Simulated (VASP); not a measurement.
Input of a VASP 6.6.1 run:

INCAR

```
SYSTEM = AgBr
ALGO = Normal
EDIFF = 1E-6
ENCUT = 500
GGA = PS
GGA_COMPAT = .FALSE.
ISIF = 2
ISMEAR = 0
LASPH = .TRUE.
LCHARG = .FALSE.
LREAL = .FALSE.
LWAVE = .FALSE.
NBANDS = 16
NELM = 120
PREC = Accurate
SIGMA = 0.01
```

KPOINTS

```
k-points
0
G
  8 8 8
  0 0 0
```

The input POSCAR:

```
AgBr
1.0
    0.0000000000      2.8043638158      2.8043638158
    2.8043638158      0.0000000000      2.8043638158
    2.8043638158      2.8043638158      0.0000000000
Ag Br
1 1
Direct
    0.0000000000      0.0000000000      0.0000000000
    0.5000000000      0.5000000000      0.5000000000
```

Potentials or basis: VASP PAW PBE potentials, release 64 (Ag, Br).

Command:

```sh
$ cat potpaw_PBE.64/Ag/POTCAR potpaw_PBE.64/Br/POTCAR > POTCAR
$ mpirun -np 1 vasp_std > vasp.out
```

Estimate the band gap on the k mesh.

0.50 eV, indirect (least direct gap 2.71 eV).

What does it give for the pressure?

2.0 GPa.

Caveat: the PAW data sets were made with another functional, which shifts forces and pressure a little. A k mesh can miss the band edges.
